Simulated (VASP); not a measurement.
# K2Nb2O (P-3m1) in VASP: relaxation of cell and atoms with PBE

Aim: the relaxation of cell and atoms of K2Nb2O with PBE.

Everything below comes from runs of VASP 6.6.1. Logs are shortened: lines on timing, memory, paths and dates and some standing lists are left out, and cuts for length are marked.

**1. The cell of the first run**

Symmetry: P-3m1, No. 164, trigonal system. The conventional cell has a = 3.408 Å, b = 3.408 Å, c = 12.126 Å, α = 90.00°, β = 90.00°, γ = 120.00°. Within 3.7 Å of K (site symmetry 3m) lie 3 O at 2.49 Å and 9 K at 3.41 to 3.63 Å. Nb (site symmetry 3m) has 9 Nb at 2.60 to 3.41 Å within 3.5 Å. Within 3.5 Å of O (site symmetry -3m) lie 6 K at 2.49 Å and 6 O at 3.41 Å.

The cell was built from a structure type or drawn by symmetry, and may not be a known phase.

**2. Relaxation of cell and atoms, PBE**

INCAR reads:

```
SYSTEM = K2Nb2O
ALGO = Normal
EDIFF = 1E-7
EDIFFG = -0.01
ENCUT = 600
GGA = PE
IBRION = 2
ISIF = 3
ISMEAR = 0
LASPH = .True.
LCHARG = .False.
LREAL = .False.
LWAVE = .False.
NELM = 60
NSW = 100
PREC = Accurate
SIGMA = 0.1
```

KPOINTS reads:

```
k-points
0
Gamma
  12 12 4
  0 0 0
```

POSCAR reads:

```
K2Nb2O
1.0
    3.4080525584      0.0000000000      0.0000000000
   -1.7040262792      2.9514600930      0.0000000000
    0.0000000000      0.0000000000     12.1264138404
K Nb O
2 2 1
Direct
    0.6666666667      0.3333333333      0.8740642830
    0.3333333333      0.6666666667      0.1259357170
    0.6666666667      0.3333333333      0.4296570588
    0.3333333333      0.6666666667      0.5703429412
    0.0000000000      0.0000000000      0.0000000000
```

Potentials or basis: VASP PAW PBE potentials, release 64 (K_sv, Nb_sv, O).

Started as:

```console
$ cat potpaw_PBE.64/K_sv/POTCAR potpaw_PBE.64/Nb_sv/POTCAR potpaw_PBE.64/O/POTCAR > POTCAR
$ mpirun -np 1 vasp_std > vasp.out
```

OUTCAR:

```text
SYSTEM = K2Nb2O
   EDIFF = 1E-7
   EDIFFG = -0.01
   ENCUT = 600
   GGA = PE
   IBRION = 2
   ISIF = 3
   ISMEAR = 0
   LASPH = .True.
   LREAL = .False.
   NELM = 60
   NSW = 100
   PREC = Accurate

 ion  position               nearest neighbor table
   1  0.667  0.333  0.874-   5 2.49   5 2.49   5 2.49   2 3.63   2 3.63   2 3.63
   2  0.333  0.667  0.126-   5 2.49   5 2.49   5 2.49   1 3.63   1 3.63   1 3.63
   3  0.667  0.333  0.430-   4 2.60   4 2.60   4 2.60
   4  0.333  0.667  0.570-   3 2.60   3 2.60   3 2.60
   5  0.000  0.000  0.000-   1 2.49   2 2.49   2 2.49   1 2.49   1 2.49   2 2.49

  LATTYP: Found a hexagonal cell.
 ALAT       =     3.4080525584
 C/A-ratio  =     3.5581651493

  Lattice vectors:

 A1 = (   3.4080525584,   0.0000000000,   0.0000000000)
 A2 = (  -1.7040262792,   2.9514600930,   0.0000000000)
 A3 = (   0.0000000000,   0.0000000000,  12.1264138404)

Analysis of symmetry for initial positions (statically):
=====================================================================
 Subroutine PRICEL returns:
 Original cell was already a primitive cell.

 Routine SETGRP: Setting up the symmetry group for a
 hexagonal supercell.

 Subroutine GETGRP returns: Found 12 space group operations
 (whereof 12 operations were pure point group operations)
 out of a pool of 24 trial point group operations.

The static configuration has the point symmetry D_3d.

Analysis of symmetry for dynamics (positions and initial velocities):
=====================================================================
 Subroutine PRICEL returns:
 Original cell was already a primitive cell.

 Routine SETGRP: Setting up the symmetry group for a
 hexagonal supercell.

 Subroutine GETGRP returns: Found 12 space group operations
 (whereof 12 operations were pure point group operations)
 out of a pool of 24 trial point group operations.

The dynamic configuration has the point symmetry D_3d.

 Subroutine INISYM returns: Found 12 space group operations
 (whereof 12 operations are pure point group operations),
 and found     1 'primitive' translations

----------------------------------------------------------------------------------------

                                     Primitive cell

  volume of cell :     121.9763

  direct lattice vectors                    reciprocal lattice vectors
     3.408052558  0.000000000  0.000000000     0.293422705  0.169407678  0.000000000
    -1.704026279  2.951460093  0.000000000     0.000000000  0.338815355  0.000000000
     0.000000000  0.000000000 12.126413840     0.000000000  0.000000000  0.082464611

  length of vectors
     3.408052558  3.408052558 12.126413840     0.338815355  0.338815355  0.082464611

  position of ions in fractional coordinates (direct lattice)
     0.666666667  0.333333333  0.874064283
     0.333333333  0.666666667  0.125935717
     0.666666667  0.333333333  0.429657059
     0.333333333  0.666666667  0.570342941
     0.000000000  0.000000000  0.000000000

  ion indices of the primitive-cell ions
   primitive index   ion index
                 1           1
                 2           2
                 3           3
                 4           4
                 5           5

----------------------------------------------------------------------------------------

 KPOINTS: k-points

Automatic generation of k-mesh.
 Grid dimensions read from file:
 generate k-points for:   12   12    4

 Generating k-lattice:

  Cartesian coordinates                     Fractional coordinates (reciprocal lattice)
     0.024451892  0.014117306  0.000000000     0.083333333 -0.000000000  0.000000000
     0.000000000  0.028234613  0.000000000     0.000000000  0.083333333  0.000000000
     0.000000000  0.000000000  0.020616153     0.000000000  0.000000000  0.250000000

  Length of vectors
     0.028234613  0.028234613  0.020616153

  Shift w.r.t. Gamma in fractional coordinates (k-lattice)
     0.000000000  0.000000000  0.000000000

 Subroutine IBZKPT returns following result:
 ===========================================

 Found     69 irreducible k-points:

 Following reciprocal coordinates:
            Coordinates               Weight
  0.000000  0.000000  0.000000      1.000000
  0.083333  0.000000  0.000000      6.000000
  0.166667 -0.000000  0.000000      6.000000
  0.250000  0.000000  0.000000      6.000000
  0.333333  0.000000  0.000000      6.000000
  0.416667  0.000000  0.000000      6.000000
[... 16 lines left out ...]
  0.166667 -0.000000  0.250000      6.000000
  0.000000  0.166667  0.250000      6.000000
 [... further k-points ...]
   k-points           NKPTS =     69   k-points in BZ     NKDIM =     69   number of bands    NBANDS=     30
   number of dos      NEDOS =    301   number of ions     NIONS =      5
   total plane-waves  NPLWV =  76832
   dimension x,y,z NGX =    28 NGY =   28 NGZ =   98
   dimension x,y,z NGXF=    56 NGYF=   56 NGZF=  196
   ions per type =               2   2   1
   NGX,Y,Z   is equivalent  to a cutoff of  13.66, 13.66, 13.44 a.u.
   NGXF,Y,Z  is equivalent  to a cutoff of  27.32, 27.32, 26.87 a.u.
 SYSTEM =  K2Nb2O
   PREC   = accura    normal or accurate (medium, high low for compatibility)
   ISTART =      0    job   : 0-new  1-cont  2-samecut
   ICHARG =      2    charge: 1-file 2-atom 10-const
   ISPIN  =      1    spin polarized calculation?
   LNONCOLLINEAR =      F non collinear calculations
   LSORBIT =      F    spin-orbit coupling
   LASPH  =      T    aspherical Exc in radial PAW
   ENCUT  =  600.0 eV  44.10 Ry    6.64 a.u.   6.81  6.81 24.22*2*pi/ulx,y,z
   NELM   =     60;   NELMIN=  2; NELMDL= -5     # of ELM steps
   EDIFF  = 0.1E-06   stopping-criterion for ELM
   LREAL  =      F    real-space projection
   EDIFFG = -.1E-01   stopping-criterion for IOM
   NSW    =    100    number of steps for IOM
   IBRION =      2    ionic relax: 0-MD 1-quasi-New 2-CG
   NFREE  =      1    steps in history (QN), initial steepest desc. (CG)
   ISIF   =      3    stress and relaxation
   ISYM   =      2    0-nonsym 1-usesym 2-fastsym
   POTIM  = 0.5000    time-step for ionic-motion
   TEBEG  =    0.0;   TEEND  =   0.0 temperature during run
   PSTRESS=    0.0 pullay stress
   NELECT =      50.0000    total number of electrons
   NUPDOWN=      -1.0000    fix difference up-down
   EMIN   =  10.00;   EMAX   =-10.00  energy-range for DOS
   EFERMI =   0.00;   METHOD = LEGACY
   ISMEAR =     0;   SIGMA  =   0.10  broadening in eV -4-tet -1-fermi 0-gaus
   EFERMI_NEDOS =   21; number of points for ismear=-14 and -15
   IALGO  =     38    algorithm
   IMIX   =      4    mixing-type and parameters
     AMIX     =   0.40;   BMIX     =  1.00
     AMIX_MAG =   1.60;   BMIX_MAG =  1.00
  volume/ion in A,a.u.               =      24.40       164.63
  Fermi-wavevector in a.u.,A,eV,Ry     =   1.216110  2.298115 20.121987  1.478924
  Thomas-Fermi vector in A             =   2.351475
   LORBIT       =      0    0 simple, 1 ext, 2 COOP (PROOUT), +10 PAW based schemes
   GGA     = PE    functional components
   LHFCALC =     F    Hartree Fock is set to
   AEXX    =    0.0000 exact exchange contribution
   IVDW    =     0    specifies the selected vdW correction
   LEPSILON=     F    determine dielectric tensor
   LRPA    =     F    only Hartree local field effects (RPA)
 conjugate gradient relaxation of ions
 non-spin polarized calculation
 Gauss-broadening in eV      SIGMA  =   0.10
  energy-cutoff  :      600.00
  volume of cell :      121.98
 maximum number of plane-waves:      4098
   NGX = 13   NGY = 13   NGZ = 49

--------------------------------------- Ionic step        1  -------------------------------------------

 number of electron      49.9999996 magnetization

 Free energy of the ion-electron system (eV)
  ---------------------------------------------------
  ext. energy  EPLUGINS =         0.00000000
  ---------------------------------------------------
  free energy    TOTEN  =       -27.03457852 eV

  energy without entropy =      -27.00311198  energy(sigma->0) =      -27.01884525

------------------------ aborting loop because EDIFF is reached ----------------------------------------

  FORCE on cell =-STRESS in cart. coord.  units (eV):
  Direction    XX          YY          ZZ          XY          YZ          ZX
  --------------------------------------------------------------------------------------
  -------------------------------------------------------------------------------------
  Total       -0.0264816     -0.0264816      0.8547151      0.0000000     -0.0000000      0.0000000
  in kB       -0.3478398     -0.3478398     11.2268098      0.0000000     -0.0000000      0.0000000
  external PRESSURE =       3.5103768 kB  Pullay stress =       0.0000000 kB
[... 258 lines left out ...]
  energy  without entropy=      -27.0080220971  energy(sigma->0) =      -27.02452140

--------------------------------------- Ionic step        8  -------------------------------------------

 number of electron      49.9999997 magnetization

 Free energy of the ion-electron system (eV)
  ---------------------------------------------------
  ext. energy  EPLUGINS =         0.00000000
  ---------------------------------------------------
  free energy    TOTEN  =       -27.04105679 eV

  energy without entropy =      -27.00807434  energy(sigma->0) =      -27.02456556

 E-fermi :   3.2500     XC(G=0):  -9.1109

 val. band max:        3.2461220892   @ k =   0.0000   0.1667   0.2500
 cond. band min:       3.2544219887   @ k =   0.4167   0.1667   0.0000
 fundamental gap:      0.0082998995
 Fermi energy:         3.2500198083

 k-point     1 :       0.0000    0.0000    0.0000
  band No.  band energies     occupation
      1     -51.3395      2.00000
      2     -50.9404      2.00000
      3     -27.7743      2.00000
      4     -27.3443      2.00000
      5     -27.3443      2.00000
      6     -26.8139      2.00000
[... 781 lines left out ...]
     29       5.5643      0.00000
     30       6.3068      0.00000

 [... further k-points ...]

------------------------ aborting loop because EDIFF is reached ----------------------------------------

  FORCE on cell =-STRESS in cart. coord.  units (eV):
  Direction    XX          YY          ZZ          XY          YZ          ZX
  --------------------------------------------------------------------------------------
  -------------------------------------------------------------------------------------
  Total        0.0027191      0.0027191     -0.0033334      0.0000000      0.0000000      0.0000000
  in kB        0.0357556      0.0357556     -0.0438333      0.0000000      0.0000000      0.0000000
  external PRESSURE =       0.0092260 kB  Pullay stress =       0.0000000 kB
[... 20 lines left out ...]
  FREE ENERGIE OF THE ION-ELECTRON SYSTEM (eV)
  ---------------------------------------------------
  free  energy   TOTEN  =       -27.0410567864 eV

  energy  without entropy=      -27.0080743408  energy(sigma->0) =      -27.02456556

 reached required accuracy - stopping structural energy minimisation
```

Wall time 17 min (1 thread of Intel Xeon 6975P-C (Granite Rapids), shared host); peak memory 0.48 GiB.

Results:

```
Free energy                           : -27.0411 eV
Relaxed volume                        : 24.37 Å³/atom
Relaxed cell                          : a = 3.394 Å, b = 3.394 Å, c = 12.215 Å, α = 90.00°, β = 90.00°, γ = 120.00°
Space group after relaxing (to 0.1 Å) : P-3m1 (No. 164)
Energy gained by relaxing             : 1.3 meV/atom
Ionic steps                           : 8
Pressure after relaxing               : 0.0 GPa
Band gap on the k mesh                : zero (bands 25 and 26 overlap by 0.23 eV)
```

The path:
```
step  energy change (eV)  largest force (eV/Å)  pressure (GPa)  volume (Å³)
   1              0.0000                0.3542            0.35       121.98
   2             -0.0010                0.3396           -0.75       122.92
   3             -0.0051                0.0224           -0.23       122.47
   4             -0.0062                0.0221           -0.06       121.98
   5             -0.0063                0.0234            0.04       121.72
   6             -0.0063                0.0233            0.04       121.70
   7             -0.0064                0.0112            0.02       121.78
   8             -0.0065                0.0020            0.00       121.84
```

Final structure:
```xyz
5
Lattice="3.3938 0.0000 0.0000 -1.6969 2.9391 0.0000 0.0000 0.0000 12.2148" Properties=species:S:1:pos:R:3 pbc="T T T"
K     1.6969    0.9797   10.6707
K     0.0000    1.9594    1.5441
Nb    1.6969    0.9797    5.2399
Nb    0.0000    1.9594    6.9749
O     3.3938    0.0000   12.2148
```
